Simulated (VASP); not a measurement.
# GaN (rocksalt type) (Fm-3m) in VASP: a series of runs, part 2 of 2

VASP 6.6.1.

## (3) Single point, PBE (volume scaled by 0.55)

Input file INCAR:

```
ALGO = Normal ; EDIFF = 1E-7
ENCUT = 520 ; GGA = PE
ISIF = 2 ; ISMEAR = -1
LASPH = True ; LCHARG = True
LELF = True ; LREAL = False
LVHAR = True ; LWAVE = False
NBANDS = 16 ; NELM = 60
PREC = Accurate ; SIGMA = 0.1
```

Input file KPOINTS:

```
k-points
0
Gamma
  15 15 15
```

Input file POSCAR:

```
GaN
1.0
    0.0000000000      1.7486982478      1.7486982478
    1.7486982478      0.0000000000      1.7486982478
    1.7486982478      1.7486982478      0.0000000000
Ga N
1 1
Direct
    0.0000000000      0.0000000000      0.0000000000
    0.5000000000      0.5000000000      0.5000000000
```

Potentials or basis: VASP PAW PBE potentials, release 64 (Ga_d, N).

On the command line:

```sh
$ cat potpaw_PBE.64/Ga_d/POTCAR potpaw_PBE.64/N/POTCAR > POTCAR
$ mpirun -np 1 vasp_std > vasp.out
```

Wall time 19 s (1 thread of Intel Xeon 6975P-C, shared host); peak memory 0.14 GiB.

Results (log left out):

```
Free energy            : -3.5824 eV
Pressure               : 472.9 GPa
Band gap on the k mesh : 5.21 eV, indirect (least direct gap 6.86 eV)
```

Levels at points of the mesh, in eV from the valence-band top:
```
           k point  band 5  band 6  band 7  band 8  band 9  band 10  band 11  band 12  band 13  band 14
(0.00, 0.00, 0.00)  -14.67  -14.67   -1.91   -1.91   -1.91    10.65    17.16    18.54    18.54    18.54
```

## (4) Single point, PBE (volume scaled by 0.64)

Input file INCAR:

```
SYSTEM = GaN
PREC = Accurate
ENCUT = 520
EDIFF = 1E-6
ISMEAR = -1
SIGMA = 0.1
LREAL = .False.
LASPH = .True.
NELM = 100
ALGO = Normal
ISIF = 2
LWAVE = .False.
LCHARG = .True.
GGA = PE
LELF = .True.
LVHAR = .True.
NBANDS = 16
```

Input file KPOINTS:

```
Automatic mesh
0
Gamma
  15 15 15
  0 0 0
```

Input file POSCAR:

```
GaN
1.0
    0.0000000000      1.8393059244      1.8393059244
    1.8393059244      0.0000000000      1.8393059244
    1.8393059244      1.8393059244      0.0000000000
Ga N
1 1
Direct
    0.0000000000      0.0000000000      0.0000000000
    0.5000000000      0.5000000000      0.5000000000
```

Potentials or basis: VASP PAW PBE potentials, release 64 (Ga_d, N).

On the command line:

```sh
$ cat potpaw_PBE.64/Ga_d/POTCAR potpaw_PBE.64/N/POTCAR > POTCAR
$ mpirun -np 1 vasp_std > vasp.out
```

OUTCAR:

```text
SYSTEM = GaN
   PREC = Accurate
   ENCUT = 520
   EDIFF = 1E-6
   ISMEAR = -1
   LREAL = .False.
   LASPH = .True.
   NELM = 100
   ISIF = 2
   GGA = PE

 ion  position               nearest neighbor table
   1  0.000  0.000  0.000-   2 1.84   2 1.84   2 1.84   2 1.84   2 1.84   2 1.84
   2  0.500  0.500  0.500-   1 1.84   1 1.84   1 1.84   1 1.84   1 1.84   1 1.84

  LATTYP: Found a face centered cubic cell.
 ALAT       =     3.6786118488

  Lattice vectors:

 A1 = (   0.0000000000,   1.8393059244,   1.8393059244)
 A2 = (   1.8393059244,   0.0000000000,   1.8393059244)
 A3 = (   1.8393059244,   1.8393059244,   0.0000000000)

Analysis of symmetry for initial positions (statically):
=====================================================================
 Subroutine PRICEL returns:
 Original cell was already a primitive cell.

 Routine SETGRP: Setting up the symmetry group for a
 face centered cubic supercell.

 Subroutine GETGRP returns: Found 48 space group operations
 (whereof 48 operations were pure point group operations)
 out of a pool of 48 trial point group operations.

The static configuration has the point symmetry O_h .
[... 159 lines left out ...]

 E-fermi :  16.4824     XC(G=0): -15.6601

 val. band max:       14.3864845558   @ k =  -0.2000   0.2000   0.0000
 cond. band min:      18.2073894564   @ k =   0.4667   0.4667   0.0000
 fundamental gap:      3.8209049006
 Fermi energy:        16.4823900468

 k-point     1 :       0.0000    0.0000    0.0000
  band No.  band energies     occupation
      1      -8.1723      2.00000
      2      -0.0335      2.00000
      3      -0.0335      2.00000
      4      -0.0335      2.00000
      5       0.2449      2.00000
      6       0.2449      2.00000
[... 433 lines left out ...]
      3      -0.2007      2.00000
      4       0.0629      2.00000
      5       0.1279      2.00000
      6       0.3351      2.00000
[... 8 lines left out ...]
     15      38.7184      0.00000
     16      40.1606      0.00000

 [... further k-points ...]

------------------------ aborting loop because EDIFF is reached ----------------------------------------

  FORCE on cell =-STRESS in cart. coord.  units (eV):
  Direction    XX          YY          ZZ          XY          YZ          ZX
  --------------------------------------------------------------------------------------
  -------------------------------------------------------------------------------------
  Total       19.8378646     19.8378646     19.8378646      0.0000000      0.0000000      0.0000000
  in kB     2553.9571129   2553.9571129   2553.9571129      0.0000000      0.0000000      0.0000000
  external PRESSURE =    2553.9571129 kB  Pullay stress =       0.0000000 kB

 VOLUME and BASIS-vectors are now :
 -----------------------------------------------------------------------------
  energy-cutoff  :      520.00
  volume of cell :       12.44
      direct lattice vectors                 reciprocal lattice vectors
     0.000000000  1.839305924  1.839305924    -0.271841673  0.271841673  0.271841673
     1.839305924  0.000000000  1.839305924     0.271841673 -0.271841673  0.271841673
     1.839305924  1.839305924  0.000000000     0.271841673  0.271841673 -0.271841673

 POSITION                                       TOTAL-FORCE (eV/Angst)
 -----------------------------------------------------------------------------------
      0.00000      0.00000      0.00000         0.000000      0.000000      0.000000
      1.83931      1.83931      1.83931         0.000000      0.000000      0.000000
 -----------------------------------------------------------------------------------
    total drift:                                0.000000     -0.000000     -0.000000

  FREE ENERGIE OF THE ION-ELECTRON SYSTEM (eV)
  ---------------------------------------------------
  free  energy   TOTEN  =        -7.4411695822 eV

  energy  without entropy=       -7.4411695818  energy(sigma->0) =       -7.44116958
```

OSZICAR:

```text
N       E                     dE             d eps       ncg     rms          rms(c)
DAV:   1     0.686634842990E+02    0.68663E+02   -0.89996E+03  4648   0.234E+03
DAV:   2    -0.696179250380E+01   -0.75625E+02   -0.72299E+02  4264   0.323E+02
DAV:   3    -0.100941926851E+02   -0.31324E+01   -0.31226E+01  4528   0.576E+01
DAV:   4    -0.101148044534E+02   -0.20612E-01   -0.20610E-01  4656   0.468E+00
DAV:   5    -0.101149772680E+02   -0.17281E-03   -0.17281E-03  4736   0.415E-01    0.928E+00
DAV:   6    -0.757519399968E+01    0.25398E+01   -0.37231E+00  5520   0.572E+01    0.316E+00
DAV:   7    -0.746889727971E+01    0.10630E+00   -0.66067E-01  4448   0.783E+00    0.206E+00
DAV:   8    -0.744540434403E+01    0.23493E-01   -0.44026E-02  4984   0.588E+00    0.413E-01
DAV:   9    -0.744121793690E+01    0.41864E-02   -0.11467E-02  4992   0.476E+00    0.107E-01
DAV:  10    -0.744116385124E+01    0.54086E-04   -0.96449E-04  4736   0.464E-01    0.186E-02
DAV:  11    -0.744117320600E+01   -0.93548E-05   -0.36178E-05  4856   0.661E-02    0.226E-02
DAV:  12    -0.744117031306E+01    0.28929E-05   -0.68063E-07  3376   0.193E-02    0.994E-03
DAV:  13    -0.744116958215E+01    0.73091E-06   -0.63143E-07  2360   0.219E-02
   1 F= -.74411696E+01 E0= -.74411696E+01  d E =-.368857E-09
```

stdout:

```text
POSCAR found type information on POSCAR GaN
 POSCAR found :  2 types and       2 ions
 scaLAPACK will be used
 LDA part: xc-table for (Slater+PW92), standard interpolation
 POSCAR, INCAR and KPOINTS ok, starting setup
 FFT: planning ... GRIDC
 FFT: planning ... GRID_SOFT
 FFT: planning ... GRID
 WAVECAR not read
 entering main loop
```

Run time: 19 s. Hardware: 1 thread of Intel Xeon 6975P-C, shared host; peak memory 0.14 GiB.

Results:

```
Free energy            : -7.4412 eV
Pressure               : 255.4 GPa
Band gap on the k mesh : 3.82 eV, indirect (least direct gap 6.52 eV)
```

Levels at points of the mesh, in eV from the valence-band top:
```csv
k point,band 5,band 6,band 7,band 8,band 9,band 10,band 11,band 12,band 13,band 14
"(0.00, 0.00, 0.00)",-14.14,-14.14,-1.32,-1.32,-1.32,8.06,17.17,17.44,17.44,17.44
```

 A k mesh can miss the band edges.

## (5) Single point, PBE (volume scaled by 0.64)

Input file INCAR:

```
  PREC = Accurate
  ENCUT = 520
  EDIFF = 1E-6
  ISMEAR = -1
  SIGMA = 0.1
  LREAL = False
  LASPH = True
  NELM = 60
  ALGO = Normal
  ISIF = 2
  LWAVE = False
  LCHARG = False
  GGA = PE
  NBANDS = 16
```

Input file KPOINTS:

```
regular mesh
0
Gamma
  15 15 15
```

POSCAR is that of step 4.

Potentials or basis: VASP PAW PBE potentials, release 64 (Ga_d, N).

On the command line:

```sh
$ cat potpaw_PBE.64/Ga_d/POTCAR potpaw_PBE.64/N/POTCAR > POTCAR
$ mpirun -np 1 vasp_std > vasp.out
```

OUTCAR:

```text
PREC = Accurate
   ENCUT = 520
   EDIFF = 1E-6
   ISMEAR = -1
   LREAL = False
   LASPH = True
   NELM = 60
   ISIF = 2
   GGA = PE

 ion  position               nearest neighbor table
   1  0.000  0.000  0.000-   2 1.84   2 1.84   2 1.84   2 1.84   2 1.84   2 1.84
   2  0.500  0.500  0.500-   1 1.84   1 1.84   1 1.84   1 1.84   1 1.84   1 1.84

  LATTYP: Found a face centered cubic cell.
 ALAT       =     3.6786118488

  Lattice vectors:

 A1 = (   0.0000000000,   1.8393059244,   1.8393059244)
 A2 = (   1.8393059244,   0.0000000000,   1.8393059244)
 A3 = (   1.8393059244,   1.8393059244,   0.0000000000)

Analysis of symmetry for initial positions (statically):
=====================================================================
 Subroutine PRICEL returns:
 Original cell was already a primitive cell.

 Routine SETGRP: Setting up the symmetry group for a
 face centered cubic supercell.

 Subroutine GETGRP returns: Found 48 space group operations
 (whereof 48 operations were pure point group operations)
 out of a pool of 48 trial point group operations.

[... 159 lines left out ...]
  energy without entropy =       -7.44116958  energy(sigma->0) =       -7.44116958

 E-fermi :  16.4824     XC(G=0): -15.6601

 val. band max:       14.3864845558   @ k =  -0.2000   0.2000   0.0000
 cond. band min:      18.2073894564   @ k =   0.4667   0.4667   0.0000
 fundamental gap:      3.8209049006
 Fermi energy:        16.4823900468

 k-point     1 :       0.0000    0.0000    0.0000
  band No.  band energies     occupation
      1      -8.1723      2.00000
      2      -0.0335      2.00000
      3      -0.0335      2.00000
      4      -0.0335      2.00000
      5       0.2449      2.00000
      6       0.2449      2.00000
[... 433 lines left out ...]
      3      -0.2007      2.00000
      4       0.0629      2.00000
      5       0.1279      2.00000
      6       0.3351      2.00000
[... 8 lines left out ...]
     15      38.7184      0.00000
     16      40.1606      0.00000

 [... further k-points ...]

------------------------ aborting loop because EDIFF is reached ----------------------------------------

  FORCE on cell =-STRESS in cart. coord.  units (eV):
  Direction    XX          YY          ZZ          XY          YZ          ZX
  --------------------------------------------------------------------------------------
  -------------------------------------------------------------------------------------
  Total       19.8378646     19.8378646     19.8378646      0.0000000      0.0000000      0.0000000
  in kB     2553.9571129   2553.9571129   2553.9571129      0.0000000      0.0000000      0.0000000
  external PRESSURE =    2553.9571129 kB  Pullay stress =       0.0000000 kB

 VOLUME and BASIS-vectors are now :
 -----------------------------------------------------------------------------
  energy-cutoff  :      520.00
  volume of cell :       12.44
      direct lattice vectors                 reciprocal lattice vectors
     0.000000000  1.839305924  1.839305924    -0.271841673  0.271841673  0.271841673
     1.839305924  0.000000000  1.839305924     0.271841673 -0.271841673  0.271841673
     1.839305924  1.839305924  0.000000000     0.271841673  0.271841673 -0.271841673

 POSITION                                       TOTAL-FORCE (eV/Angst)
 -----------------------------------------------------------------------------------
      0.00000      0.00000      0.00000         0.000000      0.000000      0.000000
      1.83931      1.83931      1.83931         0.000000      0.000000      0.000000
 -----------------------------------------------------------------------------------
    total drift:                                0.000000     -0.000000     -0.000000

  FREE ENERGIE OF THE ION-ELECTRON SYSTEM (eV)
  ---------------------------------------------------
  free  energy   TOTEN  =        -7.4411695822 eV

  energy  without entropy=       -7.4411695818  energy(sigma->0) =       -7.44116958
```

It took 16 s on 1 thread of Intel Xeon 6975P-C, shared host; peak memory 0.14 GiB.

What came out:

```
Free energy            : -7.4412 eV
Pressure               : 255.4 GPa
Band gap on the k mesh : 3.82 eV, indirect (least direct gap 6.52 eV)
```

Levels at points of the mesh, in eV from the valence-band top:
| k point | band 6 | band 7 | band 8 | band 9 | band 10 | band 11 | band 12 | band 13 |
| --- | --- | --- | --- | --- | --- | --- | --- | --- |
| (0.00, 0.00, 0.00) | -14.14 | -1.32 | -1.32 | -1.32 | 8.06 | 17.17 | 17.44 | 17.44 |

 A k mesh can miss the band edges.
